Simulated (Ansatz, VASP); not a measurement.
Sb: VASP beside Ansatz

```
CELL_PARAMETERS angstrom
2.15060 1.24165 3.70656
-2.15060 1.24165 3.70656
0.00000 -2.48330 3.70656
ATOMIC_POSITIONS crystal
Sb 0.23364 0.23364 0.23364
Sb 0.76636 0.76636 0.76636
```

Change from the starting cell: zz strain of -1 %, PAW files.

Alike in both runs: task electric field gradients; functional PBE; k mesh 9 × 9 × 9; occupations fermi-dirac, width 0.05 eV; no spin polarisation.

|  | VASP | Ansatz |
| --- | --- | --- |
| version | VASP 6.6.1 | Ansatz 0.2.0 |
| potentials or method | VASP PAW PBE potentials, release 64 (Sb) | PAW with Ansatz's default frozen-core files, scalar-relativistic |
| plane-wave cutoff (eV) | 400 | 420 |
| valence electrons in the cell | 10 | 30 |

|  | VASP | Ansatz | Ansatz less VASP |
| --- | --- | --- | --- |
| pressure (GPa) | 3.8 | 3.7 | -0.08 |
| traceless stress, the component that is largest in VASP (GPa) | -0.18 | -0.13 | +0.043 |
| rms of the force components (eV/Å) | 0.179 | 0.152 | -0.0268 |
| size of Vzz on the site where it differs most (V/Å²) | 49.2 | 53.4 | +4.23 |

Atom by atom the forces differ by 0.027 eV/Å (rms over components). VASP's potentials hold 10 valence electrons a cell and Ansatz's 30, so a difference there can come from the potentials and not from the codes.

Neither program's run includes spin-orbit coupling.
